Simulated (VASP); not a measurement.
# Rh (Fm-3m) in VASP: a series of runs

Rh is run at these levels: r2SCAN; tasks: single point.

Program: VASP 6.6.1. These are calculated values, not measurements. Logs are shortened: lines on timing, memory, paths and dates and some standing lists are left out, and cuts for length are marked.

### 1 The cell of the first run

It takes space group Fm-3m (No. 225, cubic). The conventional cell has a = 3.804 Å, b = 3.804 Å, c = 3.804 Å, α = 90.00°, β = 90.00°, γ = 90.00°. Within 3.5 Å of Rh (site symmetry m-3m) lie 12 Rh at 2.69 Å.

### 2 Single point, r2SCAN

POSCAR reads:

```
Rh
1.0
    0.0000000000      1.9020837200      1.9020837200
    1.9020837200      0.0000000000      1.9020837200
    1.9020837200      1.9020837200      0.0000000000
Rh
1
Direct
    0.0000000000      0.0000000000      0.0000000000
```

INCAR.step1 reads:

```
  PREC = Accurate
  ENCUT = 680
  ISMEAR = -1
  SIGMA = 0.15
  LREAL = False
  LASPH = True
  NELM = 120
  NBANDS = 14
  GGA = PE
  ALGO = Normal
  EDIFF = 1E-5
  LWAVE = True
  LCHARG = False
  GGA_COMPAT = False
```

INCAR.step2 reads:

```
  PREC = Accurate
  ENCUT = 680
  EDIFF = 1E-6
  ISMEAR = -1
  SIGMA = 0.15
  LREAL = False
  LASPH = True
  NELM = 120
  ALGO = Normal
  ISIF = 2
  LWAVE = False
  LCHARG = False
  METAGGA = R2SCAN
  LMIXTAU = True
  NBANDS = 14
  ISTART = 1
  GGA_COMPAT = False
```

KPOINTS reads:

```
regular mesh
0
Gamma
  18 18 18
```

Potentials or basis: VASP PAW PBE potentials, release 64 (Rh_sv_GW).

The run is started by

```console
cat potpaw_PBE.64/Rh_sv_GW/POTCAR > POTCAR
cp INCAR.step1 INCAR
mpirun -np 1 vasp_std > vasp.out
cp INCAR.step2 INCAR
mpirun -np 1 vasp_std > vasp.out
```

OUTCAR:

```text
PREC = Accurate
   ENCUT = 680
   EDIFF = 1E-6
   ISMEAR = -1
   LREAL = False
   LASPH = True
   NELM = 120
   ISIF = 2
   METAGGA = R2SCAN
   ISTART = 1

 ion  position               nearest neighbor table
   1  0.000  0.000  0.000-

  LATTYP: Found a face centered cubic cell.
 ALAT       =     3.8041674400

  Lattice vectors:

 A1 = (   0.0000000000,   1.9020837200,   1.9020837200)
 A2 = (   1.9020837200,   0.0000000000,   1.9020837200)
 A3 = (   1.9020837200,   1.9020837200,   0.0000000000)

Analysis of symmetry for initial positions (statically):
=====================================================================
 Subroutine PRICEL returns:
 Original cell was already a primitive cell.

 Routine SETGRP: Setting up the symmetry group for a
 face centered cubic supercell.

 Subroutine GETGRP returns: Found 48 space group operations
 (whereof 48 operations were pure point group operations)
 out of a pool of 48 trial point group operations.

The static configuration has the point symmetry O_h .

Analysis of symmetry for dynamics (positions and initial velocities):
=====================================================================
 Subroutine PRICEL returns:
 Original cell was already a primitive cell.

 Routine SETGRP: Setting up the symmetry group for a
 face centered cubic supercell.

 Subroutine GETGRP returns: Found 48 space group operations
 (whereof 48 operations were pure point group operations)
 out of a pool of 48 trial point group operations.

The dynamic configuration has the point symmetry O_h .

 Subroutine INISYM returns: Found 48 space group operations
 (whereof 48 operations are pure point group operations),
 and found     1 'primitive' translations

----------------------------------------------------------------------------------------

                                     Primitive cell

  volume of cell :      13.7632

  direct lattice vectors                    reciprocal lattice vectors
     0.000000000  1.902083720  1.902083720    -0.262869607  0.262869607  0.262869607
     1.902083720  0.000000000  1.902083720     0.262869607 -0.262869607  0.262869607
     1.902083720  1.902083720  0.000000000     0.262869607  0.262869607 -0.262869607

  length of vectors
     2.689952594  2.689952594  2.689952594     0.455303515  0.455303515  0.455303515

  position of ions in fractional coordinates (direct lattice)
     0.000000000  0.000000000  0.000000000

  ion indices of the primitive-cell ions
   primitive index   ion index
                 1           1

----------------------------------------------------------------------------------------

 KPOINTS: regular mesh

Automatic generation of k-mesh.
 Grid dimensions read from file:
 generate k-points for:   18   18   18

 Generating k-lattice:

  Cartesian coordinates                     Fractional coordinates (reciprocal lattice)
    -0.014603867  0.014603867  0.014603867     0.055555556  0.000000000  0.000000000
     0.014603867 -0.014603867  0.014603867     0.000000000  0.055555556  0.000000000
     0.014603867  0.014603867 -0.014603867     0.000000000  0.000000000  0.055555556

  Length of vectors
     0.025294640  0.025294640  0.025294640

  Shift w.r.t. Gamma in fractional coordinates (k-lattice)
     0.000000000  0.000000000  0.000000000

 Subroutine IBZKPT returns following result:
 ===========================================

 Found    195 irreducible k-points:

 Following reciprocal coordinates:
            Coordinates               Weight
  0.000000  0.000000  0.000000      1.000000
  0.055556  0.000000  0.000000      8.000000
  0.111111  0.000000  0.000000      8.000000
  0.166667  0.000000  0.000000      8.000000
  0.222222  0.000000  0.000000      8.000000
  0.277778  0.000000  0.000000      8.000000
[... 16 lines left out ...]
 -0.277778  0.055556  0.000000     24.000000
 -0.222222  0.055556  0.000000     24.000000
 [... further k-points ...]
   k-points           NKPTS =    195   k-points in BZ     NKDIM =    195   number of bands    NBANDS=     14
   number of dos      NEDOS =    301   number of ions     NIONS =      1
   total plane-waves  NPLWV =  13824
   dimension x,y,z NGX =    24 NGY =   24 NGZ =   24
   dimension x,y,z NGXF=    48 NGYF=   48 NGZF=   48
   ions per type =               1
   NGX,Y,Z   is equivalent  to a cutoff of  14.83, 14.83, 14.83 a.u.
   NGXF,Y,Z  is equivalent  to a cutoff of  29.67, 29.67, 29.67 a.u.
 SYSTEM =  unknown system
   PREC   = accura    normal or accurate (medium, high low for compatibility)
   ISTART =      1    job   : 0-new  1-cont  2-samecut
   ICHARG =      0    charge: 1-file 2-atom 10-const
   ISPIN  =      1    spin polarized calculation?
   LNONCOLLINEAR =      F non collinear calculations
   LSORBIT =      F    spin-orbit coupling
   LASPH  =      T    aspherical Exc in radial PAW
   ENCUT  =  680.0 eV  49.98 Ry    7.07 a.u.   5.72  5.72  5.72*2*pi/ulx,y,z
   NELM   =    120;   NELMIN=  2; NELMDL=  0     # of ELM steps
   EDIFF  = 0.1E-05   stopping-criterion for ELM
   LREAL  =      F    real-space projection
   EDIFFG = 0.1E-04   stopping-criterion for IOM
   NSW    =      0    number of steps for IOM
   IBRION =     -1    ionic relax: 0-MD 1-quasi-New 2-CG
   NFREE  =      0    steps in history (QN), initial steepest desc. (CG)
   ISIF   =      2    stress and relaxation
   ISYM   =      2    0-nonsym 1-usesym 2-fastsym
   POTIM  = 0.5000    time-step for ionic-motion
   TEBEG  =    0.0;   TEEND  =   0.0 temperature during run
   PSTRESS=    0.0 pullay stress
   NELECT =      17.0000    total number of electrons
   NUPDOWN=      -1.0000    fix difference up-down
   EMIN   =  10.00;   EMAX   =-10.00  energy-range for DOS
   EFERMI =   0.00;   METHOD = LEGACY
   ISMEAR =    -1;   SIGMA  =   0.15  broadening in eV -4-tet -1-fermi 0-gaus
   EFERMI_NEDOS =   21; number of points for ismear=-14 and -15
   IALGO  =     38    algorithm
   IMIX   =      4    mixing-type and parameters
     AMIX     =   0.40;   BMIX     =  1.00
     AMIX_MAG =   1.60;   BMIX_MAG =  1.00
  volume/ion in A,a.u.               =      13.76        92.88
  Fermi-wavevector in a.u.,A,eV,Ry     =   1.756514  3.319329 41.978598  3.085340
  Thomas-Fermi vector in A             =   2.826049
   LORBIT       =      0    0 simple, 1 ext, 2 COOP (PROOUT), +10 PAW based schemes
   METAGGA = R2SCAN    functional components
   LHFCALC =     F    Hartree Fock is set to
   AEXX    =    0.0000 exact exchange contribution
   IVDW    =     0    specifies the selected vdW correction
   LEPSILON=     F    determine dielectric tensor
   LRPA    =     F    only Hartree local field effects (RPA)
 non-spin polarized calculation
  energy-cutoff  :      680.00
  volume of cell :       13.76
 maximum number of plane-waves:       568
   NGX = 11   NGY = 11   NGZ = 11

 number of electron      17.0000000 magnetization

 Free energy of the ion-electron system (eV)
  ---------------------------------------------------
  ext. energy  EPLUGINS =         0.00000000
  ---------------------------------------------------
  free energy    TOTEN  =       -23.33366576 eV

  energy without entropy =      -23.23607212  energy(sigma->0) =      -23.28486894

 E-fermi :  10.6504     XC(G=0): -15.2641

 val. band max:       10.6368388353   @ k =  -0.3333   0.1667   0.0556
 cond. band min:      10.6561921833   @ k =   0.5000   0.3889   0.0556
 fundamental gap:      0.0193533481
 Fermi energy:        10.6504220945

 k-point     1 :       0.0000    0.0000    0.0000
  band No.  band energies     occupation
      1     -70.4927      2.00000
      2     -37.1231      2.00000
      3     -37.1231      2.00000
      4     -37.1231      2.00000
      5       2.5256      2.00000
      6       7.5118      2.00000
      7       7.5118      2.00000
      8       7.5118      2.00000
      9       9.6039      1.99814
     10       9.6039      1.99814
     11      27.1367      0.00000
     12      32.7779      0.00000
     13      32.7779      0.00000
     14      32.7779      0.00000

 k-point     2 :       0.0556    0.0000    0.0000
  band No.  band energies     occupation
      1     -70.4891      2.00000
      2     -37.1473      2.00000
      3     -37.1263      2.00000
      4     -37.1263      2.00000
      5       2.6551      2.00000
      6       7.4538      2.00000
      7       7.5625      2.00000
      8       7.5625      2.00000
      9       9.5756      1.99846
     10       9.5756      1.99846
     11      27.3228      0.00000
     12      32.1160      0.00000
     13      32.9654      0.00000
     14      32.9654      0.00000

 k-point     3 :       0.1111    0.0000    0.0000
  band No.  band energies     occupation
      1     -70.4785      2.00000
      2     -37.2167      2.00000
      3     -37.1357      2.00000
      4     -37.1357      2.00000
      5       3.0263      2.00000
      6       7.3093      2.00000
      7       7.6944      2.00000
      8       7.6944      2.00000
      9       9.5157      1.99896
     10       9.5157      1.99896
     11      27.8204      0.00000
     12      30.6900      0.00000
     13      33.5105      0.00000
     14      33.5105      0.00000

 k-point     4 :       0.1667    0.0000    0.0000
  band No.  band energies     occupation
      1     -70.4623      2.00000
      2     -37.3223      2.00000
      3     -37.1501      2.00000
      4     -37.1501      2.00000
      5       3.5745      2.00000
      6       7.1719      2.00000
      7       7.8391      2.00000
      8       7.8391      2.00000
      9       9.5024      1.99905
     10       9.5024      1.99905
     11      28.3968      0.00000
     12      29.0960      0.00000
     13      34.3612      0.00000
     14      34.3612      0.00000

 k-point     5 :       0.2222    0.0000    0.0000
  band No.  band energies     occupation
      1     -70.4424      2.00000
      2     -37.4505      2.00000
      3     -37.1676      2.00000
      4     -37.1676      2.00000
      5       4.1443      2.00000
      6       7.2259      2.00000
      7       7.8924      2.00000
      8       7.8924      2.00000
      9       9.6472      1.99751
     10       9.6472      1.99751
     11      27.3173      0.00000
[... 276 lines left out ...]
 k-point    22 :      -0.3333    0.0556    0.0000
  band No.  band energies     occupation
      1     -70.3933      2.00000
      2     -37.7440      2.00000
      3     -37.2343      2.00000
      4     -37.2033      2.00000
      5       4.6332      2.00000
      6       7.5748      2.00000
      7       7.6815      2.00000
      8       8.7732      1.99999
      9      10.3127      1.80958
     10      11.1913      0.05290
     11      23.1228      0.00000
     12      27.8411      0.00000
     13      33.2545      0.00000
     14      35.1974      0.00000

 k-point    23 :      -0.2778    0.0556    0.0000
  band No.  band energies     occupation
      1     -70.4121      2.00000
      2     -37.6281      2.00000
      3     -37.2187      2.00000
      4     -37.1847      2.00000
      5       4.6462      2.00000
      6       7.6582      2.00000
      7       7.8364      2.00000
      8       7.8911      2.00000
      9       9.8235      1.99196
     10      10.6151      1.11723
     11      25.0167      0.00000
     12      28.5048      0.00000
     13      34.1578      0.00000
     14      36.5525      0.00000

 k-point    24 :      -0.2222    0.0556    0.0000
  band No.  band energies     occupation
      1     -70.4329      2.00000
      2     -37.4981      2.00000
      3     -37.1995      2.00000
      4     -37.1657      2.00000
      5       4.4055      2.00000
      6       7.1734      2.00000
      7       7.9020      2.00000
      8       7.9546      2.00000
      9       9.4274      1.99942
     10      10.1352      1.93754
     11      26.8201      0.00000
     12      28.9294      0.00000
     13      34.4069      0.00000
     14      36.2601      0.00000

 [... further k-points ...]

------------------------ aborting loop because EDIFF is reached ----------------------------------------

  FORCE on cell =-STRESS in cart. coord.  units (eV):
  Direction    XX          YY          ZZ          XY          YZ          ZX
  --------------------------------------------------------------------------------------
  -------------------------------------------------------------------------------------
  Total        0.0028525      0.0028525      0.0028525      0.0000000      0.0000000      0.0000000
  in kB        0.3320585      0.3320585      0.3320585      0.0000000      0.0000000      0.0000000
  external PRESSURE =       0.3320585 kB  Pullay stress =       0.0000000 kB

 VOLUME and BASIS-vectors are now :
 -----------------------------------------------------------------------------
  energy-cutoff  :      680.00
  volume of cell :       13.76
      direct lattice vectors                 reciprocal lattice vectors
     0.000000000  1.902083720  1.902083720    -0.262869607  0.262869607  0.262869607
     1.902083720  0.000000000  1.902083720     0.262869607 -0.262869607  0.262869607
     1.902083720  1.902083720  0.000000000     0.262869607  0.262869607 -0.262869607

 POSITION                                       TOTAL-FORCE (eV/Angst)
 -----------------------------------------------------------------------------------
      0.00000      0.00000      0.00000        -0.000000     -0.000000     -0.000000
 -----------------------------------------------------------------------------------
    total drift:                               -0.000000     -0.000000     -0.000000

  FREE ENERGIE OF THE ION-ELECTRON SYSTEM (eV)
  ---------------------------------------------------
  free  energy   TOTEN  =       -23.3336657556 eV

  energy  without entropy=      -23.2360721186  energy(sigma->0) =      -23.28486894
```

Run time: 2.4 min. Hardware: 1 thread of AMD EPYC 9R45 (Zen 5), shared host; peak memory 0.17 GiB.

What came out:

```yaml
Free_energy: -23.3337 eV
Pressure: 0.0 GPa
Band_gap_on_the_k_mesh: zero (an odd number of electrons rules out a gap without spin polarisation)
```

Levels at points of the mesh, in eV from the Fermi level:
```
           k point  band 6  band 7  band 8  band 9  band 10  band 11
(0.00, 0.00, 0.00)   -3.14   -3.14   -3.14   -1.05    -1.05    16.49
(0.50, 0.00, 0.00)   -3.25   -3.25    0.61    0.61     0.92     9.11
(0.50, 0.50, 0.00)   -6.13    0.53    1.07    1.07     3.50    12.89
```

Caveat: the PAW data sets were made with another functional, which shifts forces and pressure a little.

### 3 Single point, r2SCAN

This run uses another cell than the first one, of 13.72 Å³/atom.

POSCAR reads:

```
Rh
1.0
    0.0000000000      1.9000206677      1.9000206677
    1.9000206677      0.0000000000      1.9000206677
    1.9000206677      1.9000206677      0.0000000000
Rh
1
Direct
    0.0000000000      0.0000000000      0.0000000000
```

INCAR.step1 reads:

```
ALGO = Normal ; EDIFF = 1E-5
ENCUT = 680 ; GGA = PE
GGA_COMPAT = False ; ISMEAR = 0
LASPH = True ; LCHARG = False
LREAL = False ; LWAVE = True
NBANDS = 14 ; NELM = 120
PREC = Accurate ; SIGMA = 0.1
```

INCAR.step2 reads:

```
ALGO = Normal ; EDIFF = 1E-6
ENCUT = 680 ; GGA_COMPAT = False
ISIF = 2 ; ISMEAR = 0
ISTART = 1 ; LASPH = True
LCHARG = False ; LMIXTAU = True
LREAL = False ; LWAVE = False
METAGGA = R2SCAN ; NBANDS = 14
NELM = 120 ; PREC = Accurate
SIGMA = 0.1
```

KPOINTS reads:

```
k-points
0
Gamma
  18 18 18
```

Potentials or basis: VASP PAW PBE potentials, release 64 (Rh_sv_GW).

The run is started by

```console
cat potpaw_PBE.64/Rh_sv_GW/POTCAR > POTCAR
cp INCAR.step1 INCAR
mpirun -np 1 vasp_std > vasp.out
cp INCAR.step2 INCAR
mpirun -np 1 vasp_std > vasp.out
```

It took 3.3 min on 1 thread of AMD EPYC 7R43 (Zen 3), shared host; peak memory 0.17 GiB.

Results (log left out):

| Item | Value |
| --- | --- |
| Free energy | -23.2888 eV |
| Pressure | 0.0 GPa |
| Band gap on the k mesh | zero (an odd number of electrons rules out a gap without spin polarisation) |

Levels at points of the mesh, in eV from the Fermi level:
| k point | band 5 | band 6 | band 7 | band 8 | band 9 | band 10 | band 11 | band 12 |
| --- | --- | --- | --- | --- | --- | --- | --- | --- |
| (0.00, 0.00, 0.00) | -8.17 | -3.18 | -3.18 | -3.18 | -1.08 | -1.08 | 16.46 | 22.12 |
| (0.50, 0.00, 0.00) | -6.35 | -3.30 | -3.30 | 0.58 | 0.58 | 0.90 | 9.12 | 16.07 |
| (0.50, 0.50, 0.00) | -6.56 | -6.19 | 0.50 | 1.04 | 1.04 | 3.48 | 12.90 | 13.97 |

Caveat: the PAW data sets were made with another functional, which shifts forces and pressure a little.
